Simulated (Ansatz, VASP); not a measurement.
## Ag: VASP beside Ansatz

The input POSCAR:

```
Ag
1.0
   -1.6556540000      1.6556540000      1.6556540000
    1.6556540000     -1.6556540000      1.6556540000
    1.6556540000      1.6556540000     -1.6556540000
Ag
1
Direct
    0.0000000000      0.0000000000      0.0000000000
```

The input INCAR.step1:

```
PREC = Accurate ; ENCUT = 520
ISMEAR = -1 ; SIGMA = 0.05
LREAL = False ; LASPH = True
NELM = 100 ; NBANDS = 12
GGA = PE ; ALGO = Normal
EDIFF = 1E-4 ; LWAVE = True
LCHARG = False
```

INCAR.step2

```
PREC = Accurate ; ENCUT = 520
EDIFF = 1E-7 ; ISMEAR = -1
SIGMA = 0.05 ; LREAL = False
LASPH = True ; NELM = 100
ALGO = Normal ; ISIF = 2
LWAVE = False ; LCHARG = False
METAGGA = R2SCAN ; LMIXTAU = True
NBANDS = 12 ; ISTART = 1
```

File KPOINTS:

```
regular mesh
0
Gamma
  11 11 11
```

The input input.yaml:

```yaml
crystal:
  lattice:
    - [-1.655654, 1.655654, 1.655654]
    - [1.655654, -1.655654, 1.655654]
    - [1.655654, 1.655654, -1.655654]
  atoms:
    - { symbol: Ag, position: [0.0, 0.0, 0.0] }
hamiltonian:
  xc: r2scan
  pseudopotentials: { kind: paw }
kpoints:
  mp_grid: { grid: [11, 11, 11] }
  band_path:
    path:
      - [[0.0, 0.0, 0.0], [0.5, -0.5, 0.5], [0.0, 0.0, 0.5], [0.0, 0.0, 0.0], [0.25, 0.25, 0.25], [0.5, -0.5, 0.5]]
      - [[0.25, 0.25, 0.25], [0.0, 0.0, 0.5]]
    npoints: 14
scf:
  occupations: { method: fermi_dirac, width: 0.05 }
  n_extra_bands: 6
output:
  forces: true
  stress: true
  eigenvalues: true
  fatbands: true
```

Alike in both runs: functional r2SCAN; k mesh 11 × 11 × 11; occupations fermi-dirac, width 0.05 eV; no spin polarisation.

|  | VASP | Ansatz |
| --- | --- | --- |
| version | VASP 6.6.1 | Ansatz 0.2.0 |
| potentials or method | VASP PAW PBE potentials, release 64 (Ag) | Ansatz PAW |
| plane-wave cutoff (eV) | 520 | 500 |
| valence electrons in the cell | 11 | 19 |
| task | single point | band structure |

```csv
,VASP,Ansatz,Ansatz less VASP
gap on the k mesh at the Fermi level (eV),none,none,-
pressure (GPa),-3.7,-3.7,-0.08
```

VASP's potentials were made for PBE, not for r2SCAN. A gap of «none» marks a metal or a gap that the smearing closes. VASP's potentials hold 11 valence electrons a cell and Ansatz's 19, so a difference there can come from the potentials and not from the codes.
